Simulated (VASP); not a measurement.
A run of VASP 6.6.1:

Contents of INCAR:

```
  ALGO = Normal
  EDIFF = 1E-6
  ENCUT = 600
  GGA = CA
  GGA_COMPAT = False
  ISIF = 2
  ISMEAR = -1
  LASPH = True
  LCHARG = False
  LREAL = False
  LWAVE = False
  NBANDS = 11
  NELM = 120
  PREC = Accurate
  SIGMA = 0.05
```

File KPOINTS:

```
k-points
0
Gamma
  16 16 16
```

Contents of POSCAR:

```
MgO
1.0
    0.0000000000      2.0247065573      2.0247065573
    2.0247065573      0.0000000000      2.0247065573
    2.0247065573      2.0247065573      0.0000000000
Mg O
1 1
Direct
    0.0000000000      0.0000000000      0.0000000000
    0.2500000000      0.2500000000      0.2500000000
```

Potentials or basis: VASP PAW LDA potentials, release 64 (Mg, O).

Run with:

```sh
$ cat potpaw_LDA.64/Mg/POTCAR potpaw_LDA.64/O/POTCAR > POTCAR
$ mpirun -np 1 vasp_std > vasp.out
```

Hardware: 1 thread of Intel Xeon 6975P-C (shared host).

Task: How long does it take, and how much memory?

Result: Run time: 16 s on 1 thread of Intel Xeon 6975P-C, with other jobs on the host, peak memory 0.15 GiB. Counts: scf iterations 12, k points 145.
